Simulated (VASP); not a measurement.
# Ti (I4/mmm) in VASP: notebook

Ti is run at these levels: PBEsol; tasks: single point.

All numbers are computed with VASP 6.6.1; they aren't measurements. Logs are shortened: lines on timing, memory, paths and dates and some standing lists are left out, and cuts for length are marked.

## 1. The cell of the first run

Symmetry: I4/mmm, No. 139, tetragonal system. The conventional cell has a = 3.210 Å, b = 3.210 Å, c = 2.889 Å, α = 90.00°, β = 90.00°, γ = 90.00°. Ti (site symmetry 4/mmm) has 14 Ti at 2.69 to 3.21 Å within 3.5 Å.

## 2. Single point, PBEsol (strain -0.1000 x Voigt [0, 1, 0, 0, 0, 0])

File INCAR:

```
PREC = Accurate
ENCUT = 520
EDIFF = 1E-7
ISMEAR = 0
SIGMA = 0.15
LREAL = False
LASPH = True
NELM = 80
ALGO = Fast
ISIF = 2
LWAVE = False
LCHARG = False
GGA = PS
NBANDS = 12
```

File KPOINTS:

```
regular mesh
0
Gamma
  26 26 26
```

File POSCAR:

```
Ti
1.0
   -1.6051160629      1.4446044566      1.6051160629
    1.6051160629     -1.4446044566      1.6051160629
    1.6051160629      1.4446044566     -1.6051160629
Ti
1
Direct
    0.0000000000      0.0000000000      0.0000000000
```

Potentials or basis: VASP PAW PBE potentials, release 64 (Ti_sv).

Command:

```console
$ cat potpaw_PBE.64/Ti_sv/POTCAR > POTCAR
$ mpirun -np 1 vasp_std > vasp.out
```

OUTCAR:

```text
PREC = Accurate
   ENCUT = 520
   EDIFF = 1E-7
   ISMEAR = 0
   LREAL = False
   LASPH = True
   NELM = 80
   ISIF = 2
   GGA = PS

 ion  position               nearest neighbor table
   1  0.000  0.000  0.000-

  LATTYP: Found a body centered tetragonal cell.
 ALAT       =     3.2102321258
 C/A-ratio  =     0.9000000000

  Lattice vectors:

 A1 = (  -1.6051160629,  -1.4446044566,   1.6051160629)
 A2 = (   1.6051160629,  -1.4446044566,  -1.6051160629)
 A3 = (   1.6051160629,   1.4446044566,   1.6051160629)

Analysis of symmetry for initial positions (statically):
=====================================================================
 Subroutine PRICEL returns:
 Original cell was already a primitive cell.

 Routine SETGRP: Setting up the symmetry group for a
 body centered tetragonal supercell.

 Subroutine GETGRP returns: Found 16 space group operations
 (whereof 16 operations were pure point group operations)
 out of a pool of 16 trial point group operations.

The static configuration has the point symmetry D_4h.

Analysis of symmetry for dynamics (positions and initial velocities):
=====================================================================
 Subroutine PRICEL returns:
 Original cell was already a primitive cell.

 Routine SETGRP: Setting up the symmetry group for a
 body centered tetragonal supercell.

 Subroutine GETGRP returns: Found 16 space group operations
 (whereof 16 operations were pure point group operations)
 out of a pool of 16 trial point group operations.

The dynamic configuration has the point symmetry D_4h.

 Subroutine INISYM returns: Found 16 space group operations
 (whereof 16 operations are pure point group operations),
 and found     1 'primitive' translations

----------------------------------------------------------------------------------------

                                     Primitive cell

  volume of cell :      14.8875

  direct lattice vectors                    reciprocal lattice vectors
    -1.605116063  1.444604457  1.605116063     0.000000000  0.346115504  0.311503954
     1.605116063 -1.444604457  1.605116063     0.311503954  0.000000000  0.311503954
     1.605116063  1.444604457 -1.605116063     0.311503954  0.346115504  0.000000000

  length of vectors
     2.690664822  2.690664822  2.690664822     0.465650787  0.440533116  0.465650787

  position of ions in fractional coordinates (direct lattice)
     0.000000000  0.000000000  0.000000000

  ion indices of the primitive-cell ions
   primitive index   ion index
[... 82 lines left out ...]
   TEBEG  =    0.0;   TEEND  =   0.0 temperature during run
   PSTRESS=    0.0 pullay stress
   NELECT =      12.0000    total number of electrons
   NUPDOWN=      -1.0000    fix difference up-down
   EMIN   =  10.00;   EMAX   =-10.00  energy-range for DOS
   EFERMI =   0.00;   METHOD = LEGACY
   ISMEAR =     0;   SIGMA  =   0.15  broadening in eV -4-tet -1-fermi 0-gaus
   EFERMI_NEDOS =   21; number of points for ismear=-14 and -15
   IALGO  =     68    algorithm
   IMIX   =      4    mixing-type and parameters
     AMIX     =   0.40;   BMIX     =  1.00
     AMIX_MAG =   1.60;   BMIX_MAG =  1.00
  volume/ion in A,a.u.               =      14.89       100.47
  Fermi-wavevector in a.u.,A,eV,Ry     =   1.523566  2.879122 31.582574  2.321254
  Thomas-Fermi vector in A             =   2.631992
   LORBIT       =      0    0 simple, 1 ext, 2 COOP (PROOUT), +10 PAW based schemes
   GGA     = PS    functional components
   LHFCALC =     F    Hartree Fock is set to
   AEXX    =    0.0000 exact exchange contribution
   IVDW    =     0    specifies the selected vdW correction
   LEPSILON=     F    determine dielectric tensor
   LRPA    =     F    only Hartree local field effects (RPA)
 non-spin polarized calculation
 RMM-DIIS sequential band-by-band and
 Gauss-broadening in eV      SIGMA  =   0.15
  energy-cutoff  :      520.00
  volume of cell :       14.89
 maximum number of plane-waves:       416
   NGX =  9   NGY =  9   NGZ =  9

 number of electron      12.0000006 magnetization

 Free energy of the ion-electron system (eV)
  ---------------------------------------------------
  ext. energy  EPLUGINS =         0.00000000
  ---------------------------------------------------
  free energy    TOTEN  =        -8.19223450 eV

  energy without entropy =       -8.17221120  energy(sigma->0) =       -8.18222285

 E-fermi :   9.6913     XC(G=0): -12.3871

 val. band max:        9.6901839810   @ k =   0.0385   0.2692   0.0385
 cond. band min:       9.6916846704   @ k =   0.1154   0.2308   0.0769
 fundamental gap:      0.0015006893
 Fermi energy:         9.6912547953

 k-point     1 :       0.0000    0.0000    0.0000
  band No.  band energies     occupation
      1     -46.3862      2.00000
      2     -22.1028      2.00000
      3     -22.1028      2.00000
      4     -22.0878      2.00000
      5       3.4110      2.00000
      6      10.1656      0.00001
      7      11.1449      0.00000
      8      11.1449      0.00000
      9      12.2145      0.00000
     10      13.3739      0.00000
     11      27.5450      0.00000
     12      27.5450      0.00000
[... 331 lines left out ...]
 k-point    24 :       0.3462    0.0385   -0.0000
  band No.  band energies     occupation
      1     -46.1706      2.00000
      2     -23.0215      2.00000
      3     -22.4003      2.00000
      4     -22.1559      2.00000
      5       6.6690      2.00000
      6       9.0194      2.00000
      7      10.5072      0.00000
      8      12.9221      0.00000
      9      13.3876      0.00000
     10      13.9624      0.00000
     11      22.6712      0.00000
     12      24.8607      0.00000

 [... further k-points ...]

------------------------ aborting loop because EDIFF is reached ----------------------------------------

  FORCE on cell =-STRESS in cart. coord.  units (eV):
  Direction    XX          YY          ZZ          XY          YZ          ZX
  --------------------------------------------------------------------------------------
  -------------------------------------------------------------------------------------
  Total        1.3697701      1.1051566      1.3697701      0.0000000      0.0000000      0.0000000
  in kB      147.4132216    118.9357983    147.4132216      0.0000000      0.0000000      0.0000000
  external PRESSURE =     137.9207471 kB  Pullay stress =       0.0000000 kB

 VOLUME and BASIS-vectors are now :
 -----------------------------------------------------------------------------
  energy-cutoff  :      520.00
  volume of cell :       14.89
      direct lattice vectors                 reciprocal lattice vectors
    -1.605116063  1.444604457  1.605116063     0.000000000  0.346115504  0.311503954
     1.605116063 -1.444604457  1.605116063     0.311503954  0.000000000  0.311503954
     1.605116063  1.444604457 -1.605116063     0.311503954  0.346115504  0.000000000

 POSITION                                       TOTAL-FORCE (eV/Angst)
 -----------------------------------------------------------------------------------
      0.00000      0.00000      0.00000         0.000000      0.000000     -0.000000
 -----------------------------------------------------------------------------------
    total drift:                                0.000000     -0.000000      0.000000

  FREE ENERGIE OF THE ION-ELECTRON SYSTEM (eV)
  ---------------------------------------------------
  free  energy   TOTEN  =        -8.1922345045 eV

  energy  without entropy=       -8.1722111969  energy(sigma->0) =       -8.18222285
```

OSZICAR:

```text
N       E                     dE             d eps       ncg     rms          rms(c)
DAV:   1     0.854499280669E+02    0.85450E+02   -0.65395E+03 32092   0.124E+03
DAV:   2    -0.499262303347E+01   -0.90443E+02   -0.87924E+02 32580   0.299E+02
DAV:   3    -0.896592354792E+01   -0.39733E+01   -0.39296E+01 43328   0.640E+01
[... 21 lines left out ...]
RMM:  25    -0.819223407048E+01   -0.19533E-06   -0.22133E-06 21608   0.317E-03    0.285E-04
RMM:  26    -0.819223424338E+01   -0.17290E-06   -0.19097E-06 20523   0.260E-03    0.353E-04
RMM:  27    -0.819223434461E+01   -0.10123E-06   -0.12256E-06 18342   0.217E-03    0.572E-04
RMM:  28    -0.819223443591E+01   -0.91294E-07   -0.10420E-06 17657   0.189E-03    0.688E-04
RMM:  29    -0.819223450452E+01   -0.68615E-07   -0.75634E-07 16947   0.164E-03
   1 F= -.81922345E+01 E0= -.81822229E+01  d E =-.200233E-01
```

stdout:

```text
POSCAR found type information on POSCAR Ti
 POSCAR found :  1 types and       1 ions
 scaLAPACK will be used
 -----------------------------------------------------------------------------
|                                                                             |
|                                                                             |
|     You enforced a specific xc type in the INCAR file but a different       |
[... 45 lines left out ...]
WARNING in EDDRMM: call to ZHEGV failed, returncode =   8  4      8
WARNING in EDDRMM: call to ZHEGV failed, returncode =   6  3      7
WARNING in EDDRMM: call to ZHEGV failed, returncode =   6  3      9
WARNING in EDDRMM: call to ZHEGV failed, returncode =   6  3      5
WARNING in EDDRMM: call to ZHEGV failed, returncode =   8  4      6
WARNING in EDDRMM: call to ZHEGV failed, returncode =   6  3      5
WARNING in EDDRMM: call to ZHEGV failed, returncode =   6  3     12
```

Run time: 9.9 min. Hardware: 1 thread of Intel Xeon 8259CL, shared host; peak memory 0.34 GiB.

What came out:

```
Free energy            : -8.1922 eV
Pressure               : 13.8 GPa
Band gap on the k mesh : zero (bands 6 and 7 overlap by 1.62 eV)
```

Caveat: the cell differs from its parent crystal (strain -0.1000 x Voigt [0, 1, 0, 0, 0, 0]); the cell stands under pressure; the PAW data sets were made with another functional, which shifts forces and pressure a little.

## 3. Single point, PBEsol (strain -0.0750 x Voigt [0, 1, 0, 0, 0, 0])

File INCAR:

```
SYSTEM = Ti
ALGO = Fast
EDIFF = 1E-6
ENCUT = 520
GGA = PS
ISIF = 2
ISMEAR = 0
LASPH = .True.
LCHARG = .True.
LELF = .True.
LREAL = .False.
LVHAR = .True.
LWAVE = .False.
NBANDS = 12
NELM = 100
PREC = Accurate
SIGMA = 0.15
```

File KPOINTS:

```
k-points
0
Gamma
  26 26 26
  0 0 0
```

File POSCAR:

```
Ti
1.0
   -1.6051160629      1.4847323582      1.6051160629
    1.6051160629     -1.4847323582      1.6051160629
    1.6051160629      1.4847323582     -1.6051160629
Ti
1
Direct
    0.0000000000      0.0000000000      0.0000000000
```

Potentials or basis: VASP PAW PBE potentials, release 64 (Ti_sv).

Command:

```console
$ cat potpaw_PBE.64/Ti_sv/POTCAR > POTCAR
$ mpirun -np 1 vasp_std > vasp.out
```

OUTCAR:

```text
SYSTEM = Ti
   EDIFF = 1E-6
   ENCUT = 520
   GGA = PS
   ISIF = 2
   ISMEAR = 0
   LASPH = .True.
   LREAL = .False.
   NELM = 100
   PREC = Accurate

 ion  position               nearest neighbor table
   1  0.000  0.000  0.000-

  LATTYP: Found a body centered tetragonal cell.
 ALAT       =     3.2102321258
 C/A-ratio  =     0.9250000000

  Lattice vectors:

 A1 = (  -1.6051160629,  -1.4847323582,   1.6051160629)
[... 538 lines left out ...]
      9      12.8944      0.00000
     10      13.5288      0.00000
     11      21.8905      0.00000
     12      24.3265      0.00000

 [... further k-points ...]

------------------------ aborting loop because EDIFF is reached ----------------------------------------

  FORCE on cell =-STRESS in cart. coord.  units (eV):
  Direction    XX          YY          ZZ          XY          YZ          ZX
  --------------------------------------------------------------------------------------
  -------------------------------------------------------------------------------------
  Total        1.0303795      0.7951011      1.0303795      0.0000000     -0.0000000      0.0000000
  in kB      107.8913768     83.2552960    107.8913768      0.0000000     -0.0000000      0.0000000
  external PRESSURE =      99.6793499 kB  Pullay stress =       0.0000000 kB

 VOLUME and BASIS-vectors are now :
 -----------------------------------------------------------------------------
  energy-cutoff  :      520.00
  volume of cell :       15.30
      direct lattice vectors                 reciprocal lattice vectors
    -1.605116063  1.484732358  1.605116063     0.000000000  0.336761031  0.311503954
     1.605116063 -1.484732358  1.605116063     0.311503954  0.000000000  0.311503954
     1.605116063  1.484732358 -1.605116063     0.311503954  0.336761031  0.000000000

 POSITION                                       TOTAL-FORCE (eV/Angst)
 -----------------------------------------------------------------------------------
      0.00000      0.00000      0.00000        -0.000000     -0.000000      0.000000
 -----------------------------------------------------------------------------------
    total drift:                                0.000000     -0.000000      0.000000

  FREE ENERGIE OF THE ION-ELECTRON SYSTEM (eV)
  ---------------------------------------------------
  free  energy   TOTEN  =        -8.2180036661 eV

  energy  without entropy=       -8.1962024370  energy(sigma->0) =       -8.20710305
```

Run time: 8.2 min. Hardware: 1 thread of Intel Xeon 8259CL, shared host; peak memory 0.34 GiB.

Results:

* Free energy: -8.2180 eV
* Pressure: 10.0 GPa
* Band gap on the k mesh: zero (bands 6 and 7 overlap by 1.75 eV)

Levels at points of the mesh, in eV from the Fermi level:
```
           k point  band 3  band 4  band 5  band 6  band 7  band 8  band 9  band 10
(0.00, 0.00, 0.00)  -31.86  -31.86   -6.22    0.64    1.33    1.33    2.67     3.49
(0.50, 0.00, 0.00)  -32.19  -31.91   -2.83   -0.82    1.81    3.14    3.91     4.98
(0.00, 0.50, 0.00)  -32.13  -31.84   -2.78   -0.02    1.19    2.61    3.33     4.91
(0.50, 0.50, 0.50)  -32.59  -32.44   -2.71   -2.47    4.51    4.51    4.68     8.67
```

Caveat: the cell differs from its parent crystal (strain -0.0750 x Voigt [0, 1, 0, 0, 0, 0]); the cell stands under pressure; the PAW data sets were made with another functional, which shifts forces and pressure a little.

## 4. Single point, PBEsol (strain +0.0750 x Voigt [0, 1, 0, 0, 0, 0])

File INCAR:

```
SYSTEM = Ti
PREC = Accurate
ENCUT = 520
EDIFF = 1E-6
ISMEAR = 0
SIGMA = 0.15
LREAL = .False.
LASPH = .True.
NELM = 100
ALGO = Fast
ISIF = 2
LWAVE = .False.
LCHARG = .False.
GGA = PS
NBANDS = 12
```

File KPOINTS:

```
regular mesh
0
Gamma
  26 26 26
  0 0 0
```

File POSCAR:

```
Ti
1.0
   -1.6051160629      1.7254997676      1.6051160629
    1.6051160629     -1.7254997676      1.6051160629
    1.6051160629      1.7254997676     -1.6051160629
Ti
1
Direct
    0.0000000000      0.0000000000      0.0000000000
```

Command:

```console
$ cat potpaw_PBE.64/Ti_sv/POTCAR > POTCAR
$ mpirun -np 1 vasp_std > vasp.out
```

Wall time 5.6 min (1 thread of Intel Xeon 8259CL, shared host); peak memory 0.38 GiB.

The run converged. Its results:

```yaml
Free_energy: -8.2215 eV
Pressure: -7.3 GPa
Band_gap_on_the_k_mesh: zero (bands 6 and 7 overlap by 1.58 eV)
```

Stress tensor (GPa, compression positive):
```
-7.76  0.00  0.00
 0.00 -6.26  0.00
 0.00  0.00 -7.76
```

Levels at points of the mesh, in eV from the Fermi level:
| k point | band 2 | band 3 | band 4 | band 5 | band 6 | band 7 | band 8 | band 9 | band 10 | band 11 |
| --- | --- | --- | --- | --- | --- | --- | --- | --- | --- | --- |
| (0.00, 0.00, 0.00) | -32.35 | -32.35 | -32.34 | -5.92 | 0.81 | 0.81 | 1.28 | 2.35 | 2.89 | 16.48 |
| (0.50, 0.00, 0.00) | -32.98 | -32.53 | -32.34 | -2.42 | -0.18 | 0.93 | 2.31 | 3.04 | 4.09 | 8.34 |
| (0.00, 0.50, 0.00) | -32.97 | -32.56 | -32.38 | -2.42 | -0.77 | 1.40 | 3.00 | 3.16 | 4.18 | 8.86 |
| (0.50, 0.50, 0.50) | -32.83 | -32.75 | -32.75 | -2.14 | -1.94 | 3.72 | 3.84 | 3.84 | 6.85 | 8.83 |

Caveat: the cell differs from its parent crystal (strain +0.0750 x Voigt [0, 1, 0, 0, 0, 0]); the cell stands under tension; the PAW data sets were made with another functional, which shifts forces and pressure a little.

## 5. Summary

| cell | further INCAR settings | gap on the mesh (eV) | pressure (GPa) |
| --- | --- | --- | --- |
| a = 2.691 Å, angles 106.8, 115.1, 106.8°, 1 atom | ALGO = Fast; EDIFF = 1e-07; NBANDS = 12 | none | 13.8 |
| a = 2.712 Å, angles 107.4, 113.6, 107.4°, 1 atom | ALGO = Fast; EDIFF = 1e-06; NBANDS = 12 | none | 10.0 |
| a = 2.851 Å, angles 111.5, 105.5, 111.5°, 1 atom | ALGO = Fast; EDIFF = 1e-06; NBANDS = 12 | none | -7.3 |

Alike in all rows: task single point; level PBEsol; potentials or basis VASP PAW PBE potentials, release 64 (Ti_sv); no spin polarisation; k mesh 26 × 26 × 26; cutoff (eV) 520; smearing gaussian 0.15 eV.

Caveats: the PAW data sets were made with another functional, which shifts forces and pressure a little; the cell stands under pressure (at least some runs); the cell stands under tension (at least some runs).

Absolute energies hang on the potentials; compare differences alone.
